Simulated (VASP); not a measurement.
Input of a VASP 6.6.1 run:

File INCAR:

```
SYSTEM = FePt
ALGO = Normal ; EDIFF = 1E-6
ENCUT = 520 ; GGA = PS
ISIF = 2 ; ISMEAR = 0
ISPIN = 2 ; LASPH = .True.
LCHARG = .False. ; LMAXMIX = 4
LORBIT = 11 ; LREAL = .False.
LWAVE = .False. ; MAGMOM = 3.25 0.45
NBANDS = 20 ; NELM = 150
PREC = Accurate ; SIGMA = 0.15
```

File KPOINTS:

```
k-points
0
Gamma
  18 18 14
  0 0 0
```

Contents of POSCAR:

```
FePt
1.0
    2.7216540008      0.0000000000      0.0000000000
    0.0000000000      2.7216540008      0.0000000000
    0.0000000000      0.0000000000      3.7000000000
Fe Pt
1 1
Direct
    0.5000000000      0.5000000000      0.5000000000
    0.0000000000      0.0000000000     -0.0270270270
```

Potentials or basis: VASP PAW PBE potentials, release 64 (Fe, Pt).

The run is started by

```console
$ cat potpaw_PBE.64/Fe/POTCAR potpaw_PBE.64/Pt/POTCAR > POTCAR
$ mpirun -np 1 vasp_std > vasp.out
```

Problem. What does it give for the pressure?

Solution. -3.8 GPa.

Problem. Estimate the net moment.

Solution. 3.27 μB per cell.

Problem. Estimate the site moments.

Solution. Fe +2.89; Pt +0.34 μB.

Problem. Predict the largest force.

Solution. 0.849 eV/Å.

Forces in eV/Å, atoms in the order of the input:
```
Fe   0.000  0.000 -0.849
Pt   0.000  0.000  0.849
```

Caveat: the cell differs from its parent crystal (atom 2 (Pt) moved by (+0.000, -0.100) A along x and z); the cell stands under tension; the PAW data sets were made with another functional, which shifts forces and pressure a little.
